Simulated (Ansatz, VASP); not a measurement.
Two plane-wave programs on PbF2

Contents of POSCAR:

```
PbF2
1.0
    0.0000000000      2.9458082836      2.9458082836
    2.9458082836      0.0000000000      2.9458082836
    2.9458082836      2.9458082836      0.0000000000
Pb F
1 2
Direct
    0.0000000000      0.0000000000      0.0000000000
    0.2500000000      0.2500000000      0.2500000000
    0.7500000000      0.7500000000      0.7500000000
```

File INCAR.step1:

```
SYSTEM = PbF2
PREC     = Accurate       ! precision mode
ENCUT    = 520            ! plane-wave cutoff, eV
EDIFF    = 1E-5           ! SCF threshold, eV
ISMEAR   = -1             ! smearing method
SIGMA    = 0.2            ! smearing width, eV
LREAL    = .False.        ! projectors in reciprocal space
LASPH    = .True.         ! aspherical terms in the spheres
NELM     = 80             ! most SCF steps
ALGO     = Normal         ! electronic algorithm
ISIF     = 2              ! what is computed and relaxed
LWAVE    = .True.         ! write WAVECAR
LCHARG   = .False.        ! write CHGCAR
NBANDS   = 21             ! bands
GGA      = PE             ! functional
```

The input INCAR.step2:

```
SYSTEM = PbF2
PREC     = Accurate       ! precision mode
ENCUT    = 520            ! plane-wave cutoff, eV
EDIFF    = 1E-7           ! SCF threshold, eV
ISMEAR   = -1             ! smearing method
SIGMA    = 0.2            ! smearing width, eV
LREAL    = .False.        ! projectors in reciprocal space
LASPH    = .True.         ! aspherical terms in the spheres
NELM     = 80             ! most SCF steps
ALGO     = Normal         ! electronic algorithm
ISIF     = 2              ! what is computed and relaxed
LWAVE    = .False.        ! write WAVECAR
LCHARG   = .False.        ! write CHGCAR
GGA      = PE             ! functional
LHFCALC  = .True.         ! exact exchange
HFSCREEN = 0.2079         ! screening, 1/A
PRECFOCK = Normal       
NBANDS   = 21             ! bands
ISTART   = 1
```

Contents of KPOINTS:

```
regular mesh
0
Gamma
  4 4 4
  0 0 0
```

Input for Ansatz:

```yaml
crystal:
  lattice:
    - [0.0, 2.9458082836, 2.9458082836]
    - [2.9458082836, 0.0, 2.9458082836]
    - [2.9458082836, 2.9458082836, 0.0]
  atoms:
    - { symbol: Pb, position: [0.0, 0.0, 0.0] }
    - { symbol: F, position: [0.25, 0.25, 0.25] }
    - { symbol: F, position: [0.75, 0.75, 0.75] }
kpoints:
  mp_grid: { grid: [4, 4, 4] }
hamiltonian:
  xc: hse06
scf:
  occupations: { method: fermi_dirac, width: 0.2 }
  n_extra_bands: 4
output:
  forces: true
  stress: true
  eigenvalues: true
```

Alike in both runs: task single point; functional HSE06; k mesh 4 × 4 × 4; occupations fermi-dirac, width 0.2 eV; no spin polarisation.

```csv
,VASP,Ansatz
version,VASP 6.6.1,Ansatz 0.2.0
potentials or method,"VASP PAW PBE potentials, release 64 (Pb_d, F)",plane waves
plane-wave cutoff (eV),520,420
valence electrons in the cell,28,28
```

Ansatz gave:

| Property | Result |
| --- | --- |
| pressure (GPa) | 2.4 |

**Question.** What did VASP give for the same quantities?

**Answer.** Pressure (GPa): 2.3.

With one functional, cell and mesh, what is left measures potentials, basis and numerics. Ansatz's warnings: stress exchange threshold loose, stress scf threshold loose.

The k mesh is coarse, so the values compare programs but aren't converged. Neither program's run includes spin-orbit coupling.
